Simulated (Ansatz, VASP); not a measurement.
**Cu2H3: VASP beside Ansatz**

```
Cu H
1.0
     3.07151    0.00000    0.00000
     0.22152    3.21365    0.00000
     0.72501    0.69083    3.77523
Cu H
2 3
Cartesian
  0.7803 0.7584 0.7778
  3.3040 3.0906 2.9475
  0.5428 1.4571 2.4147
  2.5545 3.4442 1.3908
  1.0760 2.2723 0.0196
```

Change from the starting cell: the structure that the rattled cell fell into.

Alike in both runs: task single point; functional PBE; k mesh 6 × 6 × 4; occupations gaussian, width 0.1 eV; no spin polarisation.

|  | VASP | Ansatz |
| --- | --- | --- |
| version | VASP 6.6.1 | Ansatz 0.2.0 |
| potentials or method | VASP PAW PBE potentials, release 64 (Cu, H), cutoff 520 eV | scalar-relativistic, plane waves, PAW |
| valence electrons in the cell | 25 | 41 |

VASP gave:

| Property | Result |
| --- | --- |
| gap on the k mesh at the Fermi level (eV) | none |
| pressure (GPa) | 2.1 |
| traceless stress, the component that is largest in VASP (GPa) | 2.88 |
| rms of the force components (eV/Å) | 0.017 |

**Question.** What did Ansatz give for the same quantities?

**Answer.** gap on the k mesh at the Fermi level (eV): none; pressure (GPa): 1.9; traceless stress, the component that is largest in VASP (GPa): 2.94; rms of the force components (eV/Å): 0.018.

Atom by atom the forces differ by 0.004 eV/Å (rms over components). A gap of «none» marks a metal or a gap that the smearing closes. With one functional, cell and mesh, what is left measures potentials, basis and numerics. VASP's potentials hold 25 valence electrons a cell and Ansatz's 41, so a difference there can come from the potentials and not from the codes.

The k mesh is coarse, so the values compare programs but aren't converged.
